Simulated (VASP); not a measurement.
# CdSiP2 (I-42d) in VASP: further runs, part 2 of 2

VASP 6.6.1. The steps go on from the part before.

**3. Single point, PBE**

This run uses another cell than the first one, of 21.67 Å³/atom.

Contents of INCAR:

```
SYSTEM = CdSiP2
ALGO     = Normal         ! electronic algorithm
EDIFF    = 1E-6           ! SCF threshold, eV
ENCUT    = 500            ! plane-wave cutoff, eV
GGA      = PE             ! functional
GGA_COMPAT= .False.      
ISIF     = 2              ! what is computed and relaxed
ISMEAR   = -1             ! smearing method
LASPH    = .True.         ! aspherical terms in the spheres
LCHARG   = .True.         ! write CHGCAR
LELF     = .True.         ! ELF
LREAL    = .False.        ! projectors in reciprocal space
LVHAR    = .True.       
LWAVE    = .False.        ! write WAVECAR
NBANDS   = 36             ! bands
NELM     = 120            ! most SCF steps
PREC     = Accurate       ! precision mode
SIGMA    = 0.02           ! smearing width, eV
```

Contents of KPOINTS:

```
k-points
0
Gamma
  6 6 6
  0 0 0
```

Contents of POSCAR:

```
CdSiP2
1.0
   -2.8622486341      2.8622486341      5.2897350132
    2.8622486341     -2.8622486341      5.2897350132
    2.8622486341      2.8622486341     -5.2897350132
Cd Si P
2 2 4
Direct
    0.7500000000      0.2500000000      0.5000000000
    0.0000000000      0.0000000000      0.0000000000
    0.5000000000      0.5000000000      0.0000000000
    0.2500000000      0.7500000000      0.5000000000
    0.8750000000      0.8293936281      0.4543936281
    0.1706063719      0.6250000000      0.0456063719
    0.3750000000      0.4206063719      0.5456063719
    0.5793936281      0.1250000000      0.9543936281
```

Potentials or basis: VASP PAW PBE potentials, release 64 (Cd, Si, P).

Launch:

```console
$ cat potpaw_PBE.64/Cd/POTCAR potpaw_PBE.64/Si/POTCAR potpaw_PBE.64/P/POTCAR > POTCAR
$ mpirun -np 1 vasp_std > vasp.out
```

OUTCAR:

```text
SYSTEM = CdSiP2
   EDIFF = 1E-6
   ENCUT = 500
   GGA = PE
   ISIF = 2
   ISMEAR = -1
   LASPH = .True.
   LREAL = .False.
   NELM = 120
   PREC = Accurate

 ion  position               nearest neighbor table
   1  0.750  0.250  0.500-   6 2.58   5 2.58   7 2.58   8 2.58
   2  0.000  0.000  0.000-   7 2.58   6 2.58   8 2.58   5 2.58
   3  0.500  0.500  0.000-   5 2.27   6 2.27   7 2.27   8 2.27
   4  0.250  0.750  0.500-   5 2.27   6 2.27   7 2.27   8 2.27
   5  0.875  0.829  0.454-   3 2.27   4 2.27   2 2.58   1 2.58
   6  0.171  0.625  0.046-   3 2.27   4 2.27   2 2.58   1 2.58
   7  0.375  0.421  0.546-   3 2.27   4 2.27   1 2.58   2 2.58
   8  0.579  0.125  0.954-   3 2.27   4 2.27   1 2.58   2 2.58

  LATTYP: Found a body centered tetragonal cell.
 ALAT       =     5.7244972682
 C/A-ratio  =     1.8481046511

  Lattice vectors:

 A1 = (  -2.8622486341,   2.8622486341,   5.2897350132)
 A2 = (   2.8622486341,  -2.8622486341,   5.2897350132)
 A3 = (   2.8622486341,   2.8622486341,  -5.2897350132)

Analysis of symmetry for initial positions (statically):
=====================================================================
 Subroutine PRICEL returns:
 Original cell was already a primitive cell.

 Routine SETGRP: Setting up the symmetry group for a
 body centered tetragonal supercell.

 Subroutine GETGRP returns: Found  8 space group operations
 (whereof  4 operations were pure point group operations)
 out of a pool of 16 trial point group operations.

The static configuration has the point symmetry S_4 .
 The point group associated with its full space group is D_2d.

Analysis of symmetry for dynamics (positions and initial velocities):
=====================================================================
 Subroutine PRICEL returns:
 Original cell was already a primitive cell.

 Routine SETGRP: Setting up the symmetry group for a
 body centered tetragonal supercell.

 Subroutine GETGRP returns: Found  8 space group operations
 (whereof  4 operations were pure point group operations)
 out of a pool of 16 trial point group operations.

The dynamic configuration has the point symmetry S_4 .
 The point group associated with its full space group is D_2d.

 Subroutine INISYM returns: Found  8 space group operations
 (whereof  4 operations are pure point group operations),
 and found     1 'primitive' translations

----------------------------------------------------------------------------------------

                                     Primitive cell

  volume of cell :     173.3439

  direct lattice vectors                    reciprocal lattice vectors
    -2.862248634  2.862248634  5.289735013     0.000000000  0.174687829  0.094522693
     2.862248634 -2.862248634  5.289735013     0.174687829  0.000000000  0.094522693
     2.862248634  2.862248634 -5.289735013     0.174687829  0.174687829  0.000000000

  length of vectors
     6.660798075  6.660798075  6.660798075     0.198621190  0.198621190  0.247045897

  position of ions in fractional coordinates (direct lattice)
     0.750000000  0.250000000  0.500000000
     0.000000000  0.000000000  0.000000000
     0.500000000  0.500000000  0.000000000
     0.250000000  0.750000000  0.500000000
     0.875000000  0.829393628  0.454393628
[... 47 lines left out ...]
  0.166667  0.166667 -0.000000      8.000000
  0.333333  0.166667 -0.000000     16.000000
[... 16 lines left out ...]
 -0.333333 -0.333333  0.166667      8.000000
 -0.166667 -0.333333  0.166667      8.000000
 [... further k-points ...]
   k-points           NKPTS =     30   k-points in BZ     NKDIM =     30   number of bands    NBANDS=     36
   number of dos      NEDOS =    301   number of ions     NIONS =      8
   total plane-waves  NPLWV = 125000
   dimension x,y,z NGX =    50 NGY =   50 NGZ =   50
   dimension x,y,z NGXF=   100 NGYF=  100 NGZF=  100
   ions per type =               2   2   4
   NGX,Y,Z   is equivalent  to a cutoff of  12.48, 12.48, 12.48 a.u.
   NGXF,Y,Z  is equivalent  to a cutoff of  24.96, 24.96, 24.96 a.u.
 SYSTEM =  CdSiP2
   PREC   = accura    normal or accurate (medium, high low for compatibility)
   ISTART =      0    job   : 0-new  1-cont  2-samecut
   ICHARG =      2    charge: 1-file 2-atom 10-const
   ISPIN  =      1    spin polarized calculation?
   LNONCOLLINEAR =      F non collinear calculations
   LSORBIT =      F    spin-orbit coupling
   LASPH  =      T    aspherical Exc in radial PAW
   ENCUT  =  500.0 eV  36.75 Ry    6.06 a.u.  12.14 12.14 12.14*2*pi/ulx,y,z
   NELM   =    120;   NELMIN=  2; NELMDL= -5     # of ELM steps
   EDIFF  = 0.1E-05   stopping-criterion for ELM
   LREAL  =      F    real-space projection
   EDIFFG = 0.1E-04   stopping-criterion for IOM
   NSW    =      0    number of steps for IOM
   IBRION =     -1    ionic relax: 0-MD 1-quasi-New 2-CG
   NFREE  =      0    steps in history (QN), initial steepest desc. (CG)
   ISIF   =      2    stress and relaxation
   ISYM   =      2    0-nonsym 1-usesym 2-fastsym
   POTIM  = 0.5000    time-step for ionic-motion
   TEBEG  =    0.0;   TEEND  =   0.0 temperature during run
   PSTRESS=    0.0 pullay stress
   NELECT =      52.0000    total number of electrons
   NUPDOWN=      -1.0000    fix difference up-down
   EMIN   =  10.00;   EMAX   =-10.00  energy-range for DOS
   EFERMI =   0.00;   METHOD = LEGACY
   ISMEAR =    -1;   SIGMA  =   0.02  broadening in eV -4-tet -1-fermi 0-gaus
   EFERMI_NEDOS =   21; number of points for ismear=-14 and -15
   IALGO  =     38    algorithm
   IMIX   =      4    mixing-type and parameters
     AMIX     =   0.40;   BMIX     =  1.00
     AMIX_MAG =   1.60;   BMIX_MAG =  1.00
  volume/ion in A,a.u.               =      21.67       146.22
  Fermi-wavevector in a.u.,A,eV,Ry     =   1.095905  2.070961 16.340715  1.201009
  Thomas-Fermi vector in A             =   2.232238
   LORBIT       =      0    0 simple, 1 ext, 2 COOP (PROOUT), +10 PAW based schemes
   GGA     = PE    functional components
   LHFCALC =     F    Hartree Fock is set to
   AEXX    =    0.0000 exact exchange contribution
   IVDW    =     0    specifies the selected vdW correction
   LEPSILON=     F    determine dielectric tensor
   LRPA    =     F    only Hartree local field effects (RPA)
 non-spin polarized calculation
  energy-cutoff  :      500.00
  volume of cell :      173.34
 maximum number of plane-waves:      4440
 NGX is ok and might be reduce to    50
   NGX = 25   NGY = 25   NGZ = 25

 number of electron      52.0000012 magnetization

 Free energy of the ion-electron system (eV)
  ---------------------------------------------------
  ext. energy  EPLUGINS =         0.00000000
  ---------------------------------------------------
  free energy    TOTEN  =       -35.58785574 eV

  energy without entropy =      -35.58785574  energy(sigma->0) =      -35.58785574

 E-fermi :   4.1953     XC(G=0):  -9.5249

 val. band max:        3.8155384187   @ k =   0.0000   0.0000   0.0000
 cond. band min:       5.2343612286   @ k =   0.0000   0.0000   0.0000
 fundamental gap:      1.4188228099
 Fermi energy:         4.1952702657

 k-point     1 :       0.0000    0.0000    0.0000
  band No.  band energies     occupation
      1      -8.7151      2.00000
      2      -6.2834      2.00000
      3      -6.2701      2.00000
      4      -6.2701      2.00000
      5      -4.8145      2.00000
      6      -4.2664      2.00000
[... 925 lines left out ...]
     35       8.5262      0.00000
     36       9.2798      0.00000

 [... further k-points ...]

------------------------ aborting loop because EDIFF is reached ----------------------------------------

  FORCE on cell =-STRESS in cart. coord.  units (eV):
  Direction    XX          YY          ZZ          XY          YZ          ZX
  --------------------------------------------------------------------------------------
  -------------------------------------------------------------------------------------
  Total        0.0846999      0.0846999      0.0764503      0.0000000      0.0000000      0.0000000
  in kB        0.7828613      0.7828613      0.7066119      0.0000000      0.0000000      0.0000000
  external PRESSURE =       0.7574448 kB  Pullay stress =       0.0000000 kB

 VOLUME and BASIS-vectors are now :
 -----------------------------------------------------------------------------
  energy-cutoff  :      500.00
  volume of cell :      173.34
      direct lattice vectors                 reciprocal lattice vectors
    -2.862248634  2.862248634  5.289735013     0.000000000  0.174687829  0.094522693
     2.862248634 -2.862248634  5.289735013     0.174687829  0.000000000  0.094522693
     2.862248634  2.862248634 -5.289735013     0.174687829  0.174687829  0.000000000

 POSITION                                       TOTAL-FORCE (eV/Angst)
 -----------------------------------------------------------------------------------
      0.00000      2.86225      2.64487        -0.000000      0.000000     -0.000000
      0.00000      0.00000      0.00000         0.000000      0.000000      0.000000
      0.00000      0.00000      5.28974         0.000000     -0.000000      0.000000
      2.86225      0.00000      2.64487        -0.000000      0.000000      0.000000
      1.17005      1.43112      6.61217        -0.040529     -0.000000     -0.000000
      1.43112     -1.17005      3.96730         0.000000      0.040529     -0.000000
      1.69220      1.43112      1.32243         0.040529      0.000000     -0.000000
      1.43112      4.03230     -1.32243        -0.000000     -0.040529     -0.000000
 -----------------------------------------------------------------------------------
    total drift:                                0.000001      0.000001      0.000001

  FREE ENERGIE OF THE ION-ELECTRON SYSTEM (eV)
  ---------------------------------------------------
  free  energy   TOTEN  =       -35.5878557434 eV

  energy  without entropy=      -35.5878557433  energy(sigma->0) =      -35.58785574
```

It took 8.4 min on 1 thread of Oxide Virtual Turin-like, shared host; peak memory 0.4 GiB.

Results:

| Property | Result |
| --- | --- |
| Free energy | -35.5879 eV |
| Pressure | 0.1 GPa |
| Largest force | 0.041 eV/Å |
| Band gap on the k mesh | 1.42 eV |

Forces in eV/Å, atoms in the order of the input:
```
Cd   0.000  0.000  0.000
Cd   0.000  0.000  0.000
Si   0.000  0.000  0.000
Si   0.000  0.000  0.000
P   -0.041  0.000  0.000
P    0.000  0.041  0.000
P    0.041  0.000  0.000
P    0.000 -0.041  0.000
```
